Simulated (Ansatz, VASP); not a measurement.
# Two plane-wave programs on Ga2PtF6

```
Ga Pt F
1.0
     0.00000    3.95710    3.95710
     3.95710    0.00000    3.95710
     3.95710    3.95710    0.00000
Ga Pt F
2 1 6
Cartesian
  5.9357 5.9357 5.9357
  1.9786 1.9786 1.9786
  0.0000 0.0000 0.0000
  0.0000 1.9786 1.9786
  3.9571 1.9786 1.9786
  1.9786 0.0000 1.9786
  1.9786 3.9571 1.9786
  1.9786 1.9786 0.0000
  1.9786 1.9786 3.9571
```

Change from the starting cell: ordered vacancies on the A sites of perovskite (Fm-3m, No. 225).

Alike in both runs: functional PBE; k mesh 8 × 8 × 8; occupations gaussian, width 0.1 eV; no spin polarisation.

Ansatz relaxed the structure, and its values are those at the end. VASP's run is a single point on that final structure, the one shown.

```csv
,VASP,Ansatz
version,VASP 6.6.1,Ansatz 0.2.0
potentials or method,"VASP PAW PBE potentials, release 64 (Ga_d, Pt, F), cutoff 520 eV","scalar-relativistic, plane waves, PAW"
valence electrons in the cell,78,86
```

|  | VASP | Ansatz | Ansatz less VASP |
| --- | --- | --- | --- |
| gap on the k mesh at the Fermi level (eV) | none | none | - |
| pressure (GPa) | 0.4 | 0.0 | -0.40 |

A gap of «none» marks a metal or a gap that the smearing closes. The functional is the same, so the differences come from potentials, cutoffs and numerics. VASP's potentials hold 78 valence electrons a cell and Ansatz's 86, so a difference there can come from the potentials and not from the codes.

Neither program's run includes spin-orbit coupling.
